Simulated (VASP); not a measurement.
# Te (P6_3/mmc) in VASP: notebook, part 2 of 2

VASP 6.6.1.

**5. Relaxation of cell and atoms, r2SCAN**

This run uses another cell than the first one, of 28.84 Å³/atom, 0.852 times its volume.

POSCAR reads:

```
Te
1.0
    3.4420649897      0.0000000000      0.0000000000
   -1.7210324948      2.9809157225      0.0000000000
    0.0000000000      0.0000000000      5.6208921281
Te
2
Direct
    0.3333333333      0.6666666667      0.2500000000
    0.6666666667      0.3333333333      0.7500000000
```

INCAR.step1 reads:

```
PREC = Accurate
ENCUT = 600
ISMEAR = -1
SIGMA = 0.1
LREAL = False
LASPH = True
NELM = 80
GGA = PE
ALGO = Normal
EDIFF = 1E-4
LWAVE = True
LCHARG = False
```

INCAR.step2 reads:

```
PREC = Accurate
ENCUT = 600
EDIFF = 1E-6
ISMEAR = -1
SIGMA = 0.1
LREAL = False
LASPH = True
NELM = 80
ALGO = Normal
ISIF = 3
LWAVE = False
LCHARG = False
METAGGA = R2SCAN
LMIXTAU = True
IBRION = 2
NSW = 80
EDIFFG = -0.01
ISTART = 1
```

KPOINTS reads:

```
Automatic mesh
0
Gamma
  11 11 6
```

Potentials or basis: VASP PAW PBE potentials, release 64 (Te).

On the command line:

```sh
$ cat potpaw_PBE.64/Te/POTCAR > POTCAR
$ cp INCAR.step1 INCAR
$ mpirun -np 1 vasp_std > vasp.out
$ cp INCAR.step2 INCAR
$ mpirun -np 1 vasp_std > vasp.out
```

OUTCAR:

```text
PREC = Accurate
   ENCUT = 600
   EDIFF = 1E-6
   ISMEAR = -1
   LREAL = False
   LASPH = True
   NELM = 80
   ISIF = 3
   METAGGA = R2SCAN
   IBRION = 2
   NSW = 80
   EDIFFG = -0.01
   ISTART = 1

 ion  position               nearest neighbor table
   1  0.333  0.667  0.250-   2 3.44   2 3.44   2 3.44   2 3.44   2 3.44   2 3.44
   2  0.667  0.333  0.750-   1 3.44   1 3.44   1 3.44   1 3.44   1 3.44   1 3.44

  LATTYP: Found a hexagonal cell.
 ALAT       =     3.4420649897
 C/A-ratio  =     1.6330000000

  Lattice vectors:

 A1 = (   3.4420649897,   0.0000000000,   0.0000000000)
 A2 = (  -1.7210324948,   2.9809157225,   0.0000000000)
 A3 = (   0.0000000000,   0.0000000000,   5.6208921281)

Analysis of symmetry for initial positions (statically):
[... 911 lines left out ...]
      1      -6.7597      2.00000
      2      -3.1184      2.00000
      3       2.0991      2.00000
      4       3.7454      2.00000
      5       5.0218      2.00000
      6       5.9887      1.99900
      7       7.8379      0.00004
      8       8.8283      0.00000
      9      12.1103      0.00000
     10      13.2755      0.00000

 [... further k-points ...]

[... ionic steps 4 to 19 ...]

--------------------------------------- Ionic step       20  -------------------------------------------

 number of electron      12.0000000 magnetization

------------------------ aborting loop because EDIFF is reached ----------------------------------------
[... 67 lines left out ...]
--------------------------------------- Ionic step       22  -------------------------------------------

 number of electron      12.0000000 magnetization

 Free energy of the ion-electron system (eV)
  ---------------------------------------------------
  ext. energy  EPLUGINS =         0.00000000
  ---------------------------------------------------
  free energy    TOTEN  =       -50.38559326 eV

  energy without entropy =      -50.33955370  energy(sigma->0) =      -50.36257348

 E-fermi :   6.6746     XC(G=0):  -9.9753

 val. band max:        6.6590379841   @ k =   0.3636   0.0000   0.3333
 cond. band min:       6.7170397065   @ k =   0.1818   0.1818   0.0000
 fundamental gap:      0.0580017224
 Fermi energy:         6.6745705435
[... 341 lines left out ...]
  FREE ENERGIE OF THE ION-ELECTRON SYSTEM (eV)
  ---------------------------------------------------
  free  energy   TOTEN  =       -50.3855932594 eV

  energy  without entropy=      -50.3395536957  energy(sigma->0) =      -50.36257348

 reached required accuracy - stopping structural energy minimisation
```

OUTCAR.step1:

```text
PREC = Accurate
   ENCUT = 600
   ISMEAR = -1
   LREAL = False
   LASPH = True
[... 536 lines left out ...]
     -0.00000      1.98728      1.40522        -0.000000      0.000000      0.000000
      1.72103      0.99364      4.21567         0.000000     -0.000000      0.000000
 -----------------------------------------------------------------------------------
    total drift:                                0.000000     -0.000000      0.000000

  FREE ENERGIE OF THE ION-ELECTRON SYSTEM (eV)
  ---------------------------------------------------
  free  energy   TOTEN  =        -5.4856180623 eV

  energy  without entropy=       -5.4243008624  energy(sigma->0) =       -5.45495946
```

OSZICAR.step1:

```text
N       E                     dE             d eps       ncg     rms          rms(c)
DAV:   1     0.512619904064E+02    0.51262E+02   -0.51315E+03  1280   0.109E+03
DAV:   2    -0.294085078669E+01   -0.54203E+02   -0.52977E+02  1942   0.137E+02
DAV:   3    -0.546049791505E+01   -0.25196E+01   -0.24759E+01  1502   0.355E+01
DAV:   4    -0.549127746382E+01   -0.30780E-01   -0.30730E-01  1466   0.474E+00
DAV:   5    -0.549175599172E+01   -0.47853E-03   -0.47851E-03  1404   0.629E-01    0.884E+00
DAV:   6    -0.548679717388E+01    0.49588E-02   -0.67316E-03  1418   0.531E-01    0.548E+00
DAV:   7    -0.548570052340E+01    0.10967E-02   -0.14329E-02  1358   0.778E-01    0.283E-01
DAV:   8    -0.548561806232E+01    0.82461E-04   -0.46434E-04  1400   0.159E-01
   1 F= -.54856181E+01 E0= -.54549595E+01  d E =-.613172E-01
```

Wall time 40 min (1 thread of AMD EPYC 7R13 (Zen 3), shared host); peak memory 0.21 GiB.

Results:

```yaml
Free_energy: -50.3856 eV
Relaxed_volume: 31.34 Å³/atom
Relaxed_cell: a = 4.062 Å, b = 4.062 Å, c = 4.386 Å, α = 90.00°, β = 90.00°, γ = 120.00°
Space_group_after_relaxing_to_0.05_Å: P6_3/mmc (No. 194)
Energy_gained_by_relaxing: 304.2 meV/atom
Ionic_steps: 22
Pressure_after_relaxing: 0.0 GPa
Band_gap_on_the_k_mesh: zero (band 6 reaches 7.57 eV, above the bottom of band 7 at 5.58 eV)
```

Step by step:
```
step  energy change (eV)  largest force (eV/Å)  pressure (GPa)  volume (Å³)
   1              0.0000                0.0000           -0.75        57.67
   2             -0.0310                0.0000            0.21        56.54
   3             -0.1060                0.0000            3.24        54.11
   4             -0.0479                0.0000           15.02        49.01
   5             -0.1413                0.0000            6.09        52.46
   6             -0.1436                0.0000            7.31        51.88
   7             -0.1468                0.0000            7.45        51.83
   8             -0.1560                0.0000            7.87        51.68
   9             -0.1717                0.0000            8.79        51.38
  10             -0.1815                0.0000           10.96        50.74
  11             -0.2064                0.0000           10.70        50.99
  12             -0.2727                0.0000           10.07        51.72
  13             -0.3677                0.0000            9.29        53.12
  14             -0.4312                0.0000            8.60        55.67
  15             -0.5210                0.0000            5.68        57.52
  16             -0.6063                0.0000            0.76        61.63
  17             -0.6081                0.0000            0.13        62.29
  18             -0.6081                0.0000            0.00        62.43
  19             -0.6082                0.0000            0.00        62.45
  20             -0.6083                0.0000           -0.01        62.51
  21             -0.6085                0.0000           -0.02        62.64
  22             -0.6085                0.0000           -0.03        62.68
```

Final structure:
```
CELL_PARAMETERS angstrom
4.06205 0.00000 0.00000
-2.03102 3.51783 0.00000
0.00000 0.00000 4.38627
ATOMIC_POSITIONS crystal
Te 0.33333 0.66667 0.25000
Te 0.66667 0.33333 0.75000
```

Caveat: the PAW data sets were made with another functional, which shifts forces and pressure a little; spin-orbit coupling is left out, which moves the levels of the heavy elements.

**6. Summary**

| task | cell | k mesh | cutoff (eV) | gap on the mesh (eV) | pressure (GPa) |
| --- | --- | --- | --- | --- | --- |
| single point | a = 4.166, b = 4.166, c = 4.502 Å, angles 90.0, 90.0, 120.0°, 2 atoms | 10 × 10 × 8 | 520 | none | -3.5 |
| single point | a = 4.217, b = 4.217, c = 4.556 Å, angles 90.0, 90.0, 120.0°, 2 atoms | 10 × 10 × 8 | 520 | none | -4.7 |
| single point | a = 4.061, b = 4.061, c = 4.388 Å, angles 90.0, 90.0, 120.0°, 2 atoms | 15 × 15 × 12 | 520 | none | -0.1 |
| relaxation of cell and atoms | relaxed from a = 3.442, b = 3.442, c = 5.621 Å, angles 90.0, 90.0, 120.0°, 2 atoms | 11 × 11 × 6 | 600 | none | 0.0 |

Alike in all rows: level r2SCAN; potentials or basis VASP PAW PBE potentials, release 64 (Te); no spin polarisation; smearing fermi-dirac 0.1 eV.

Caveats: the PAW data sets were made with another functional, which shifts forces and pressure a little; spin-orbit coupling is left out, which moves the levels of the heavy elements.

Absolute energies hang on the potentials; compare differences alone.
